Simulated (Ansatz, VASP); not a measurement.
# Two plane-wave programs on Sn

The input POSCAR:

```
Sn
1.0
    3.1167899200      0.0000000000      0.0000000000
    0.0000000000      3.1167899200      0.0000000000
    0.0000000000      0.0000000000      3.1167899200
Sn
1
Direct
    0.0000000000      0.0000000000      0.0000000000
```

INCAR.step1

```
PREC = Accurate ; ENCUT = 600
ISMEAR = -1 ; SIGMA = 0.1
LREAL = False ; LASPH = True
NELM = 80 ; GGA = PE
ALGO = Normal ; EDIFF = 1E-4
LWAVE = True ; LCHARG = False
```

INCAR.step2

```
PREC = Accurate ; ENCUT = 600
EDIFF = 1E-6 ; ISMEAR = -1
SIGMA = 0.1 ; LREAL = False
LASPH = True ; NELM = 80
ALGO = Normal ; ISIF = 3
LWAVE = False ; LCHARG = False
METAGGA = R2SCAN ; LMIXTAU = True
IBRION = 2 ; NSW = 80
EDIFFG = -0.01 ; ISTART = 1
```

Contents of KPOINTS:

```
regular mesh
0
Gamma
  10 10 10
```

Input for Ansatz:

```yaml
crystal:
  lattice:
    - [3.11678992, 0.0, 0.0]
    - [0.0, 3.11678992, 0.0]
    - [0.0, 0.0, 3.11678992]
  atoms:
    - { symbol: Sn, position: [0.0, 0.0, 0.0] }
hamiltonian:
  xc: r2scan
  pseudopotentials:
    kind: paw
    azcp:
      Sn: "pseudopotentials/Sn.paw.azcp"
basis:
  ecutwfc: 500
  fft_grid_basis: typed
kpoints:
  mp_grid: { grid: [10, 10, 10], shift: [0, 0, 0] }
magnetization:
  spin_polarized: false
scf:
  occupations: { method: fermi_dirac, width: 0.1 }
relax:
  max_steps: 60
  f_tol: 0.01
  cell: {}
output:
  write_density: true
  write_potential: true
  elf: true
  volumetric_format: npy
```

Alike in both runs: task relaxation of cell and atoms; functional r2SCAN; k mesh 10 × 10 × 10; occupations fermi-dirac, width 0.1 eV; no spin polarisation.

```csv
,VASP,Ansatz
version,VASP 6.6.1,Ansatz 0.2.0
potentials or method,"VASP PAW PBE potentials, release 64 (Sn_d), cutoff 600 eV","plane waves (500 eV) with PAW, scalar-relativistic"
valence electrons in the cell,14,14
```

Ansatz gave:

```
relaxed volume (Å³/atom)                                     : 28.43
relaxed cell length with the largest relative difference (Å) : 3.052
```

Estimate VASP's values.

relaxed volume (Å³/atom): 28.44; relaxed cell length with the largest relative difference (Å): 3.052.

VASP's potentials were made for PBE, not for r2SCAN.
